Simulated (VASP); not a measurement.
Write the native input for VASP 6.6.1 that does the following.

```yaml
Task: single point
Functional: PBE
Potentials_or_basis: VASP PAW PBE potentials, release 64 (Mg, Cd, Te)
Cutoff: 520 eV
k_mesh: 4 × 4 × 1
Occupations: gaussian, width 0.1 eV
Spin: no spin polarisation
Dipole_correction: no
Further_INCAR_settings: ALGO = Normal; EDIFF = 1e-06; NBANDS = 41
```

The structure of MgCd3Te4 lies in POSCAR:

```
MgCd3Te4
1.0
    4.6695673076      0.0000000000      0.0000000000
    0.0000000000      4.6695673076      0.0000000000
    0.0000000000      0.0000000000     13.1342200676
Mg Cd Te
1 3 4
Direct
    0.0000000000      0.0000000000      0.0000000000
    0.5000000000      0.5000000000      0.2475152446
    0.0000000000      0.0000000000      0.5000000000
    0.5000000000      0.5000000000      0.7524847554
    0.5000000000      0.0000000000      0.1207170131
    0.0000000000      0.5000000000      0.3737790566
    0.5000000000      0.0000000000      0.6262209434
    0.0000000000      0.5000000000      0.8792829869
```

The input as run:

INCAR

```
ALGO     = Normal         # electronic algorithm
EDIFF    = 1E-6           # SCF threshold, eV
ENCUT    = 520            # plane-wave cutoff, eV
GGA      = PE             # functional
ISIF     = 2              # what is computed and relaxed
ISMEAR   = 0              # smearing method
LASPH    = True           # aspherical terms in the spheres
LCHARG   = False          # write CHGCAR
LREAL    = False          # projectors in reciprocal space
LWAVE    = False          # write WAVECAR
NBANDS   = 41             # bands
NELM     = 100            # most SCF steps
PREC     = Accurate       # precision mode
SIGMA    = 0.1            # smearing width, eV
```

KPOINTS

```
k-points
0
Gamma
  4 4 1
```

Potentials or basis: VASP PAW PBE potentials, release 64 (Mg, Cd, Te).

Run with:

```sh
$ cat potpaw_PBE.64/Mg/POTCAR potpaw_PBE.64/Cd/POTCAR potpaw_PBE.64/Te/POTCAR > POTCAR
$ mpirun -np 1 vasp_std > vasp.out
```

It gave:

* Pressure: 0.1 GPa
* Largest force: 0.027 eV/Å
* Band gap on the k mesh: 0.95 eV

Caveat: the k points lie up to 0.48 Å⁻¹ apart; spin-orbit coupling is left out, which moves the levels of the heavy elements.

Run time: 77 s on 1 thread of Intel(R) Xeon(R) Platinum 8488C (Sapphire Rapids), on a shared host, peak memory 0.37 GiB.
